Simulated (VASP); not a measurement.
Here is a VASP 6.6.1 calculation.

File INCAR:

```
ALGO     = Normal         # electronic algorithm
DIPOL    = 0.5 0.5 0.500
EDIFF    = 1E-6           # SCF threshold, eV
EDIFFG   = -0.03          # ionic threshold
ENCUT    = 520            # plane-wave cutoff, eV
GGA      = PE             # functional
IBRION   = 2              # ionic algorithm
IDIPOL   = 3            
ISIF     = 2              # what is computed and relaxed
ISMEAR   = 0              # smearing method
IVDW     = 12             # dispersion correction
LASPH    = T              # aspherical terms in the spheres
LCHARG   = F              # write CHGCAR
LDIPOL   = T            
LREAL    = F              # projectors in reciprocal space
LWAVE    = F              # write WAVECAR
NELM     = 100            # most SCF steps
NSW      = 70             # ionic steps
PREC     = Accurate       # precision mode
SIGMA    = 0.1            # smearing width, eV
```

The input KPOINTS:

```
k-points
0
Gamma
  9 9 1
```

The input POSCAR:

```
Mg
1.0
    3.1507531231      0.0000000000      0.0000000000
   -1.5753765615      2.7286322457      0.0000000000
    0.0000000000      0.0000000000     21.5730450672
Mg
4
Selective dynamics
Direct
    0.6666666667      0.3333333333      0.3244789958  F F F
    0.3333333333      0.6666666667      0.4414929986  F F F
    0.6666666667      0.3333333333      0.5585070014  T T T
    0.3333333333      0.6666666667      0.6755210042  T T T
```

Potentials or basis: VASP PAW PBE potentials, release 64 (Mg).

Launch:

```sh
$ cat potpaw_PBE.64/Mg/POTCAR > POTCAR
$ mpirun -np 1 vasp_std > vasp.out
```

Q: What does it give for the band gap on the k mesh?

A: Zero (band 4 reaches -0.23 eV, above the bottom of band 5 at -1.61 eV).

Q: Estimate the dispersion energy per atom.

A: -0.233 eV.

Q: Predict the energy gained by relaxing.

A: 1.1 meV/atom.

Final structure:
```
Mg
1.0
     3.15075    0.00000    0.00000
    -1.57538    2.72863    0.00000
     0.00000    0.00000   21.57305
Mg
4
Direct
  0.66667 0.33333 0.32448
  0.33333 0.66667 0.44149
  0.66667 0.33333 0.55674
  0.33333 0.66667 0.67679
```
